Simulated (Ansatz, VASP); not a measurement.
Two plane-wave programs on InSe

INCAR

```
PREC = Accurate ; ENCUT = 500
EDIFF = 1E-6 ; ISMEAR = 0
SIGMA = 0.03 ; LREAL = F
LASPH = T ; NELM = 120
ALGO = Normal ; ISIF = 2
LWAVE = F ; LCHARG = F
GGA = PS ; NBANDS = 69
GGA_COMPAT = F
```

File KPOINTS:

```
Automatic mesh
0
Gamma
  10 10 2
```

Contents of POSCAR:

```
InSe
1.0
   -1.9999996503     -3.4641010095      0.0000000000
    1.9999996503     -3.4641010095      0.0000000000
    0.0000000000      0.0000000000     25.2000100000
In Se
6 6
Direct
    0.0000000000      0.0000000000      0.7695391896
    0.3333333333      0.3333333333      0.1094862769
    0.6666666667      0.6666666667      0.4395127332
    1.0000000000      1.0000000000      0.8806260948
    0.3333333333      0.3333333333      0.2205731821
    0.6666666667      0.6666666667      0.5505996384
    1.0000000000      1.0000000000      0.3888536722
    0.3333333333      0.3333333333      0.7188801285
    0.6666666667      0.6666666667      0.0588272158
    1.0000000000      1.0000000000      0.6012256968
    0.3333333333      0.3333333333      0.9312521532
    0.6666666667      0.6666666667      0.2711992405
```

Input for Ansatz:

```yaml
crystal:
  lattice:
    - [-1.9999996503, -3.4641010095, 0.0]
    - [1.9999996503, -3.4641010095, 0.0]
    - [0.0, 0.0, 25.20001]
  atoms:
    - { symbol: In, position: [0.0, 0.0, 0.7695391896] }
    - { symbol: In, position: [0.3333333333, 0.3333333333, 0.1094862769] }
    - { symbol: In, position: [0.6666666667, 0.6666666667, 0.4395127332] }
    - { symbol: In, position: [1.0, 1.0, 0.8806260948] }
    - { symbol: In, position: [0.3333333333, 0.3333333333, 0.2205731821] }
    - { symbol: In, position: [0.6666666667, 0.6666666667, 0.5505996384] }
    - { symbol: Se, position: [1.0, 1.0, 0.3888536722] }
    - { symbol: Se, position: [0.3333333333, 0.3333333333, 0.7188801285] }
    - { symbol: Se, position: [0.6666666667, 0.6666666667, 0.0588272158] }
    - { symbol: Se, position: [1.0, 1.0, 0.6012256968] }
    - { symbol: Se, position: [0.3333333333, 0.3333333333, 0.9312521532] }
    - { symbol: Se, position: [0.6666666667, 0.6666666667, 0.2711992405] }
basis:
  ecutwfc: 420
kpoints:
  mp_grid: { grid: [10, 10, 2] }
hamiltonian:
  xc: pbesol
scf:
  occupations: { method: gaussian, width: 0.03 }
output:
  forces: true
  stress: true
  eigenvalues: true
```

Alike in both runs: task single point; functional PBEsol; k mesh 10 × 10 × 2; occupations gaussian, width 0.03 eV; no spin polarisation.

```csv
,VASP,Ansatz
version,VASP 6.6.1,Ansatz 0.2.0
potentials or method,"VASP PAW PBE potentials, release 64 (In_d, Se), cutoff 500 eV","scalar-relativistic, plane waves, PAW"
valence electrons in the cell,114,174
```

Ansatz gave:

* gap on the k mesh at the Fermi level (eV): 0.35
* least direct gap on the mesh (eV): 0.35
* pressure (GPa): 0.2
* traceless stress, the component that is largest in VASP (GPa): -0.38
* rms of the force components (eV/Å): 0.063

Which values does VASP return?

gap on the k mesh at the Fermi level (eV): 0.34; least direct gap on the mesh (eV): 0.34; pressure (GPa): 0.2; traceless stress, the component that is largest in VASP (GPa): -0.39; rms of the force components (eV/Å): 0.073.

VASP's potentials were made for PBE, not for PBEsol. Atom by atom the forces differ by 0.011 eV/Å (rms over components). VASP's potentials hold 114 valence electrons a cell and Ansatz's 174, so a difference there can come from the potentials and not from the codes.
